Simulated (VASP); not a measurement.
# SiAg (P4/nmm) in VASP: relaxation of cell and atoms with PBE

Aim: the relaxation of cell and atoms of SiAg with PBE.

Program: VASP 6.6.1. These are calculated values, not measurements. Logs are shortened: lines on timing, memory, paths and dates and some standing lists are left out, and cuts for length are marked.

## (1) The cell of the first run

The structure is tetragonal, space group P4/nmm (No. 129). The conventional cell has a = 3.567 Å, b = 3.567 Å, c = 5.293 Å, α = 90.00°, β = 90.00°, γ = 90.00°. Si (site symmetry 4mm) has 6 Ag at 2.55 to 2.91 Å and 4 Si at 2.75 Å within 3.4 Å. Within 3.4 Å of Ag (site symmetry 4mm) lie 6 Si at 2.55 to 2.91 Å and 4 Ag at 2.83 Å.

## (2) Relaxation of cell and atoms, PBE

File INCAR:

```
PREC = Accurate
ENCUT = 600
EDIFF = 1E-6
ISMEAR = 0
SIGMA = 0.1
LREAL = F
LASPH = T
NELM = 60
ALGO = Normal
ISIF = 3
LWAVE = F
LCHARG = F
GGA = PE
IBRION = 2
NSW = 100
EDIFFG = -0.01
```

File KPOINTS:

```
Automatic mesh
0
Gamma
  14 14 10
```

File POSCAR:

```
SiAg
1.0
    3.5667741646      0.0000000000      0.0000000000
    0.0000000000      3.5667741646      0.0000000000
    0.0000000000      0.0000000000      5.2929129412
Si Ag
2 2
Direct
    0.5000000000      0.0000000000      0.8963667723
    0.0000000000      0.5000000000      0.1036332277
    0.5000000000      0.0000000000      0.3786759850
    0.0000000000      0.5000000000      0.6213240150
```

Potentials or basis: VASP PAW PBE potentials, release 64 (Si, Ag).

Started as:

```sh
cat potpaw_PBE.64/Si/POTCAR potpaw_PBE.64/Ag/POTCAR > POTCAR
mpirun -np 1 vasp_std > vasp.out
```

OUTCAR:

```text
PREC = Accurate
   ENCUT = 600
   EDIFF = 1E-6
   ISMEAR = 0
   LREAL = F
   LASPH = T
   NELM = 60
   ISIF = 3
   GGA = PE
   IBRION = 2
   NSW = 100
   EDIFFG = -0.01

 ion  position               nearest neighbor table
   1  0.500  0.000  0.896-   3 2.55   3 2.74   2 2.75   2 2.75   2 2.75   2 2.75   4 2.91   4 2.91
                             4 2.91   4 2.91
   2  0.000  0.500  0.104-   4 2.55   4 2.74   1 2.75   1 2.75   1 2.75   1 2.75   3 2.91   3 2.91
                             3 2.91   3 2.91
   3  0.500  0.000  0.379-   1 2.55   1 2.74   4 2.83   4 2.83   4 2.83   4 2.83   2 2.91   2 2.91
                             2 2.91   2 2.91
   4  0.000  0.500  0.621-   2 2.55   2 2.74   3 2.83   3 2.83   3 2.83   3 2.83   1 2.91   1 2.91
                             1 2.91   1 2.91

  LATTYP: Found a simple tetragonal cell.
 ALAT       =     3.5667741646
 C/A-ratio  =     1.4839495569

  Lattice vectors:

 A1 = (   3.5667741646,   0.0000000000,   0.0000000000)
 A2 = (   0.0000000000,   3.5667741646,   0.0000000000)
 A3 = (   0.0000000000,   0.0000000000,   5.2929129412)

Analysis of symmetry for initial positions (statically):
=====================================================================
 Subroutine PRICEL returns:
 Original cell was already a primitive cell.

 Routine SETGRP: Setting up the symmetry group for a
 simple tetragonal supercell.

 Subroutine GETGRP returns: Found 16 space group operations
 (whereof  8 operations were pure point group operations)
 out of a pool of 16 trial point group operations.

The static configuration has the point symmetry D_2d.
 The point group associated with its full space group is D_4h.

Analysis of symmetry for dynamics (positions and initial velocities):
=====================================================================
 Subroutine PRICEL returns:
 Original cell was already a primitive cell.

 Routine SETGRP: Setting up the symmetry group for a
 simple tetragonal supercell.

 Subroutine GETGRP returns: Found 16 space group operations
 (whereof  8 operations were pure point group operations)
 out of a pool of 16 trial point group operations.

The dynamic configuration has the point symmetry D_2d.
 The point group associated with its full space group is D_4h.

 Subroutine INISYM returns: Found 16 space group operations
 (whereof  8 operations are pure point group operations),
 and found     1 'primitive' translations

----------------------------------------------------------------------------------------

                                     Primitive cell

  volume of cell :      67.3358

  direct lattice vectors                    reciprocal lattice vectors
     3.566774165  0.000000000  0.000000000     0.280365382  0.000000000  0.000000000
     0.000000000  3.566774165  0.000000000     0.000000000  0.280365382  0.000000000
     0.000000000  0.000000000  5.292912941     0.000000000  0.000000000  0.188931881

  length of vectors
     3.566774165  3.566774165  5.292912941     0.280365382  0.280365382  0.188931881

  position of ions in fractional coordinates (direct lattice)
     0.500000000  0.000000000  0.896366772
     0.000000000  0.500000000  0.103633228
     0.500000000  0.000000000  0.378675985
     0.000000000  0.500000000  0.621324015

  ion indices of the primitive-cell ions
   primitive index   ion index
                 1           1
                 2           2
                 3           3
                 4           4

----------------------------------------------------------------------------------------

 KPOINTS: Automatic mesh

Automatic generation of k-mesh.
 Grid dimensions read from file:
 generate k-points for:   14   14   10

 Generating k-lattice:

  Cartesian coordinates                     Fractional coordinates (reciprocal lattice)
     0.020026099  0.000000000  0.000000000     0.071428571  0.000000000  0.000000000
     0.000000000  0.020026099  0.000000000     0.000000000  0.071428571  0.000000000
     0.000000000  0.000000000  0.018893188     0.000000000  0.000000000  0.100000000

  Length of vectors
     0.020026099  0.020026099  0.018893188

  Shift w.r.t. Gamma in fractional coordinates (k-lattice)
     0.000000000  0.000000000  0.000000000

 Subroutine IBZKPT returns following result:
 ===========================================

 Found    216 irreducible k-points:

 Following reciprocal coordinates:
            Coordinates               Weight
  0.000000  0.000000  0.000000      1.000000
  0.071429  0.000000  0.000000      4.000000
  0.142857  0.000000  0.000000      4.000000
  0.214286  0.000000  0.000000      4.000000
  0.285714  0.000000  0.000000      4.000000
  0.357143  0.000000  0.000000      4.000000
[... 16 lines left out ...]
  0.285714  0.214286  0.000000      8.000000
  0.357143  0.214286  0.000000      8.000000
 [... further k-points ...]
   k-points           NKPTS =    216   k-points in BZ     NKDIM =    216   number of bands    NBANDS=     19
   number of dos      NEDOS =    301   number of ions     NIONS =      4
   total plane-waves  NPLWV =  32928
   dimension x,y,z NGX =    28 NGY =   28 NGZ =   42
   dimension x,y,z NGXF=    56 NGYF=   56 NGZF=   84
   ions per type =               2   2
   NGX,Y,Z   is equivalent  to a cutoff of  13.05, 13.05, 13.19 a.u.
   NGXF,Y,Z  is equivalent  to a cutoff of  26.10, 26.10, 26.38 a.u.
 SYSTEM =  unknown system
   PREC   = accura    normal or accurate (medium, high low for compatibility)
   ISTART =      0    job   : 0-new  1-cont  2-samecut
   ICHARG =      2    charge: 1-file 2-atom 10-const
   ISPIN  =      1    spin polarized calculation?
   LNONCOLLINEAR =      F non collinear calculations
   LSORBIT =      F    spin-orbit coupling
   LASPH  =      T    aspherical Exc in radial PAW
   ENCUT  =  600.0 eV  44.10 Ry    6.64 a.u.   7.12  7.12 10.57*2*pi/ulx,y,z
   NELM   =     60;   NELMIN=  2; NELMDL= -5     # of ELM steps
   EDIFF  = 0.1E-05   stopping-criterion for ELM
   LREAL  =      F    real-space projection
   EDIFFG = -.1E-01   stopping-criterion for IOM
   NSW    =    100    number of steps for IOM
   IBRION =      2    ionic relax: 0-MD 1-quasi-New 2-CG
   NFREE  =      1    steps in history (QN), initial steepest desc. (CG)
   ISIF   =      3    stress and relaxation
   ISYM   =      2    0-nonsym 1-usesym 2-fastsym
   POTIM  = 0.5000    time-step for ionic-motion
   TEBEG  =    0.0;   TEEND  =   0.0 temperature during run
   PSTRESS=    0.0 pullay stress
   NELECT =      30.0000    total number of electrons
   NUPDOWN=      -1.0000    fix difference up-down
   EMIN   =  10.00;   EMAX   =-10.00  energy-range for DOS
   EFERMI =   0.00;   METHOD = LEGACY
   ISMEAR =     0;   SIGMA  =   0.10  broadening in eV -4-tet -1-fermi 0-gaus
   EFERMI_NEDOS =   21; number of points for ismear=-14 and -15
   IALGO  =     38    algorithm
   IMIX   =      4    mixing-type and parameters
     AMIX     =   0.40;   BMIX     =  1.00
     AMIX_MAG =   1.60;   BMIX_MAG =  1.00
  volume/ion in A,a.u.               =      16.83       113.60
  Fermi-wavevector in a.u.,A,eV,Ry     =   1.250355  2.362828 21.271172  1.563387
  Thomas-Fermi vector in A             =   2.384353
   LORBIT       =      0    0 simple, 1 ext, 2 COOP (PROOUT), +10 PAW based schemes
   GGA     = PE    functional components
   LHFCALC =     F    Hartree Fock is set to
   AEXX    =    0.0000 exact exchange contribution
   IVDW    =     0    specifies the selected vdW correction
   LEPSILON=     F    determine dielectric tensor
   LRPA    =     F    only Hartree local field effects (RPA)
 conjugate gradient relaxation of ions
 non-spin polarized calculation
 Gauss-broadening in eV      SIGMA  =   0.10
  energy-cutoff  :      600.00
  volume of cell :       67.34
 maximum number of plane-waves:      2270
   NGX = 15   NGY = 15   NGZ = 21

--------------------------------------- Ionic step        1  -------------------------------------------

 number of electron      29.9999991 magnetization

 Free energy of the ion-electron system (eV)
  ---------------------------------------------------
  ext. energy  EPLUGINS =         0.00000000
  ---------------------------------------------------
  free energy    TOTEN  =       -15.00515076 eV

  energy without entropy =      -14.99825313  energy(sigma->0) =      -15.00170194

------------------------ aborting loop because EDIFF is reached ----------------------------------------

  FORCE on cell =-STRESS in cart. coord.  units (eV):
  Direction    XX          YY          ZZ          XY          YZ          ZX
  --------------------------------------------------------------------------------------
  -------------------------------------------------------------------------------------
  Total       -0.0490664     -0.0490664     -0.1502288      0.0000000      0.0000000      0.0000000
  in kB       -1.1674784     -1.1674784     -3.5745215      0.0000000      0.0000000      0.0000000
  external PRESSURE =      -1.9698261 kB  Pullay stress =       0.0000000 kB
[... 175 lines left out ...]
  energy  without entropy=      -14.9985744512  energy(sigma->0) =      -15.00207384

--------------------------------------- Ionic step        6  -------------------------------------------

 number of electron      29.9999992 magnetization

 Free energy of the ion-electron system (eV)
  ---------------------------------------------------
  ext. energy  EPLUGINS =         0.00000000
  ---------------------------------------------------
  free energy    TOTEN  =       -15.00560339 eV

  energy without entropy =      -14.99854959  energy(sigma->0) =      -15.00207649

 E-fermi :   8.6949     XC(G=0): -11.4160

 val. band max:        8.6746054168   @ k =   0.4286   0.2143   0.2000
 cond. band min:       8.6966371803   @ k =   0.3571   0.0714   0.1000
 fundamental gap:      0.0220317635
 Fermi energy:         8.6948687126

 k-point     1 :       0.0000    0.0000    0.0000
  band No.  band energies     occupation
      1      -3.1119      2.00000
      2       1.3507      2.00000
      3       2.4099      2.00000
      4       2.5971      2.00000
      5       3.0505      2.00000
      6       3.3087      2.00000
[... 11 lines left out ...]
     18      12.9578      0.00000
     19      14.0575      0.00000
[... 489 lines left out ...]
      3       2.7100      2.00000
      4       2.7208      2.00000
      5       2.9023      2.00000
      6       2.9752      2.00000
[... 11 lines left out ...]
     18      10.9782      0.00000
     19      12.8980      0.00000

 [... further k-points ...]

------------------------ aborting loop because EDIFF is reached ----------------------------------------

  FORCE on cell =-STRESS in cart. coord.  units (eV):
  Direction    XX          YY          ZZ          XY          YZ          ZX
  --------------------------------------------------------------------------------------
  -------------------------------------------------------------------------------------
  Total        0.0005250      0.0005250      0.0093455      0.0000000      0.0000000      0.0000000
  in kB        0.0125098      0.0125098      0.2226673      0.0000000      0.0000000      0.0000000
  external PRESSURE =       0.0825623 kB  Pullay stress =       0.0000000 kB
[... 19 lines left out ...]
  FREE ENERGIE OF THE ION-ELECTRON SYSTEM (eV)
  ---------------------------------------------------
  free  energy   TOTEN  =       -15.0056033911 eV

  energy  without entropy=      -14.9985495868  energy(sigma->0) =      -15.00207649

 reached required accuracy - stopping structural energy minimisation
```

It took 18 min on 1 thread of Intel Xeon 8259CL, shared host; peak memory 0.43 GiB.

What came out:

| Item | Value |
| --- | --- |
| Free energy | -15.0056 eV |
| Relaxed volume | 16.81 Å³/atom |
| Relaxed cell | a = 3.571 Å, b = 3.571 Å, c = 5.272 Å, α = 90.00°, β = 90.00°, γ = 90.00° |
| Space group after relaxing (to 0.1 Å) | P4/nmm (No. 129) |
| Energy gained by relaxing | 0.1 meV/atom |
| Ionic steps | 6 |
| Pressure after relaxing | 0.0 GPa |
| Largest force after relaxing | 0.004 eV/Å |
| Band gap on the k mesh | zero (bands 15 and 16 overlap by 4.02 eV) |

Forces on the atoms (eV/Å):
```
Si   0.000  0.000  0.004
Si   0.000  0.000 -0.004
Ag   0.000  0.000  0.001
Ag   0.000  0.000 -0.001
```

Step by step:
```tsv
step	energy change (eV)	largest force (eV/Å)	pressure (GPa)	volume (Å³)
1	0.0000	0.0277	-0.20	67.34
2	-0.0002	0.0241	0.08	67.13
3	-0.0002	0.0245	0.07	67.14
4	-0.0003	0.0166	0.04	67.16
5	-0.0004	0.0154	0.00	67.23
6	-0.0005	0.0039	0.01	67.24
```

Final structure:
```
Si Ag
1.0
     3.57150    0.00000    0.00000
     0.00000    3.57150    0.00000
     0.00000    0.00000    5.27176
Si Ag
2 2
Cartesian
  1.7857 0.0000 4.7257
  0.0000 1.7857 0.5460
  1.7857 3.5715 2.0040
  0.0000 1.7857 3.2677
```
